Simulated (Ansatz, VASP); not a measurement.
# Mo16H in VASP and in Ansatz

```
Mo H
1.0
     6.30000    0.00000    0.00000
     0.00000    6.30000    0.00000
     0.00000    0.00000    6.30000
Mo H
16 1
Direct
  0.99950 0.00844 0.00525
  0.49951 0.00088 0.99993
  0.99950 0.49132 0.00526
  0.99949 0.00109 0.49906
  0.25089 0.24989 0.25187
  0.49951 0.49889 0.99994
  0.49947 0.00131 0.49726
  0.74815 0.24989 0.25186
  0.99949 0.49869 0.49906
  0.25073 0.74989 0.25006
  0.25044 0.24989 0.74920
  0.49948 0.49848 0.49726
  0.74825 0.74989 0.25005
  0.74854 0.24989 0.74917
  0.25807 0.74989 0.74390
  0.74081 0.74989 0.74383
  0.99937 0.74988 0.87440
```

Alike in both runs: functional PBE; k mesh 2 × 2 × 2; occupations fermi-dirac, width 0.15 eV; no spin polarisation.

Ansatz relaxed the structure, and its values are those at the end. VASP's run is a single point on that final structure, the one shown.

|  | VASP | Ansatz |
| --- | --- | --- |
| version | VASP 6.6.1 | Ansatz 0.2.0 |
| potentials or method | VASP PAW PBE potentials, release 64 (Mo_sv, H), cutoff 520 eV | scalar-relativistic, plane waves, PAW |
| valence electrons in the cell | 225 | 225 |

```tsv
	VASP	Ansatz	Ansatz less VASP
rms of the force components (eV/Å)	0.009	0.009	0.0000
```

The functional is the same, so the differences come from potentials, cutoffs and numerics.

The k mesh is coarse, so the values compare programs but aren't converged.
